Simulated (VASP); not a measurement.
## PbS: single point with B3LYP5

PbS:

```
CELL_PARAMETERS angstrom
0.00000 3.02392 3.02392
3.02392 0.00000 3.02392
3.02392 3.02392 0.00000
ATOMIC_POSITIONS crystal
Pb 0.00000 0.00000 0.00000
S 0.50000 0.50000 0.50000
```

| Item | Value |
| --- | --- |
| Program | VASP 6.6.1 |
| Task | single point |
| Functional | B3LYP5 |
| Potentials or basis | VASP PAW PBE potentials, release 64 (Pb_d, S) |
| Cutoff | 520 eV |
| k mesh | 4 × 4 × 4 |
| Occupations | fermi-dirac, width 0.05 eV |
| Spin | no spin polarisation |
| Dipole correction | no |
| Grid for exact exchange (PRECFOCK) | Normal |
| Further INCAR settings | ALGO = Normal; EDIFF = 1e-07; NBANDS = 17 |
| Share of exact exchange | 0.2 |

```
Pressure               : 0.9 GPa
Band gap on the k mesh : 1.58 eV
```

Levels at points of the mesh, in eV from the valence-band top:
```csv
k point,band 6,band 7,band 8,band 9,band 10,band 11,band 12,band 13,band 14,band 15
"(0.00, 0.00, 0.00)",-14.25,-6.50,-2.10,-2.10,-2.10,6.26,6.26,6.26,8.28,8.28
"(0.50, 0.00, 0.00)",-13.09,-9.19,-1.71,-1.71,0.00,1.58,3.12,3.12,10.18,11.78
"(0.50, 0.50, 0.00)",-12.72,-7.61,-5.10,-3.36,-3.36,5.44,6.76,6.76,6.76,12.72
```

It took 14 min on 1 thread of Intel Xeon 8259CL, on a shared host, peak memory 0.19 GiB.

Caveat: the k points lie up to 0.45 Å⁻¹ apart; the PAW data sets were made with another functional, which shifts forces and pressure a little; spin-orbit coupling is left out, which moves the levels of the heavy elements. A k mesh can miss the band edges.
